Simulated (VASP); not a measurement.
Crystal: MoS2.

```
CELL_PARAMETERS angstrom
3.22746 0.00000 0.00000
-1.61373 2.79507 0.00000
0.00000 0.00000 6.31247
ATOMIC_POSITIONS crystal
Mo 0.00000 0.00000 0.50000
S 0.66667 0.33333 0.74468
S 0.33333 0.66667 0.25532
```

- Program: VASP 6.6.1
- Task: relaxation of cell and atoms
- Functional: PBEsol
- Potentials or basis: VASP PAW PBE potentials, release 64 (Mo_sv, S)
- Cutoff: 600 eV
- k mesh: 9 × 9 × 4
- Occupations: fermi-dirac, width 0.05 eV
- Spin: no spin polarisation

At the start: pressure -3.4 GPa; volume 18.98 Å³/atom.

Question: Where does the relaxation end?

Answer: Over 20 steps the energy falls by 17.9 meV/atom and the volume is 17.33 Å³/atom (-8.7 %); space group P-3m1 (No. 164, to 0.1 Å) before and after.

The path:
| step | energy change (eV) | largest force (eV/Å) | pressure (GPa) | volume (Å³) |
| --- | --- | --- | --- | --- |
| 1 | 0.0000 | 0.0256 | -3.44 | 56.94 |
| 2 | -0.0092 | 0.8525 | 4.81 | 53.65 |
| 3 | -0.0261 | 0.4705 | 0.89 | 55.08 |
| 4 | -0.0473 | 0.0934 | 0.00 | 54.49 |
| 5 | -0.0478 | 0.0316 | -0.14 | 54.38 |
| 6 | -0.0478 | 0.0239 | -0.18 | 54.37 |
| 7 | -0.0480 | 0.0517 | 0.12 | 54.19 |
| 8 | -0.0481 | 0.0638 | 0.24 | 54.11 |
| 9 | -0.0482 | 0.0574 | 0.21 | 54.08 |
| 10 | -0.0486 | 0.0403 | 0.11 | 54.00 |
| 11 | -0.0493 | 0.0052 | -0.04 | 53.82 |
| 12 | -0.0500 | 0.0650 | -0.36 | 53.48 |
| 13 | -0.0501 | 0.0917 | -0.48 | 53.35 |
| 14 | -0.0502 | 0.0900 | -0.45 | 53.30 |
| 15 | -0.0506 | 0.0835 | -0.34 | 53.15 |
| 16 | -0.0512 | 0.0713 | -0.13 | 52.85 |
| 17 | -0.0516 | 0.0454 | 0.32 | 52.25 |
| 18 | -0.0520 | 0.0432 | 0.29 | 52.23 |
| 19 | -0.0530 | 0.0355 | 0.20 | 52.15 |
| 20 | -0.0538 | 0.0154 | 0.01 | 51.99 |

Final structure:
```
Mo S
1.0
     3.14776    0.00000    0.00000
    -1.57388    2.72604    0.00000
     0.00000    0.00000    6.05886
Mo S
1 2
Direct
  0.00000 0.00000 0.50000
  0.66667 0.33333 0.76104
  0.33333 0.66667 0.23896
```

Caveat: the PAW data sets were made with another functional, which shifts forces and pressure a little; this functional lacks dispersion, which binds the layers, so the pressure and a relaxed spacing across them are unreliable.
